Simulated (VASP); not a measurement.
Here is a VASP 6.6.1 calculation.

The input INCAR:

```
SYSTEM = Si
PREC = Accurate ; ENCUT = 520
EDIFF = 1E-6 ; ISMEAR = 0
SIGMA = 0.15 ; LREAL = .FALSE.
LASPH = .TRUE. ; NELM = 80
ALGO = Normal ; ISIF = 2
LWAVE = .FALSE. ; LCHARG = .FALSE.
NBANDS = 11
```

File KPOINTS:

```
regular mesh
0
G
  20 20 20
  0 0 0
```

The input POSCAR:

```
Si
1.0
   -2.4425134736      2.4425134736      1.3093264091
    2.4425134736     -2.4425134736      1.3093264091
    2.4425134736      2.4425134736     -1.3093264091
Si
2
Direct
    0.2500000000      0.7500000000      0.5000000000
    0.5000000000      0.5000000000      0.0000000000
```

Potentials or basis: VASP PAW LDA potentials, release 64 (Si).

Run with:

```sh
$ cat potpaw_LDA.64/Si/POTCAR > POTCAR
$ mpirun -np 1 vasp_std > vasp.out
```

(1) What does it give for the pressure?

(2) Predict the band gap on the k mesh.

Results:

(1) -5.6 GPa.

(2) zero (bands 4 and 5 overlap by 5.89 eV).

Caveat: the cell differs from its parent crystal (strain +0.030 along x and y, -0.015 along z); the cell stands under tension.
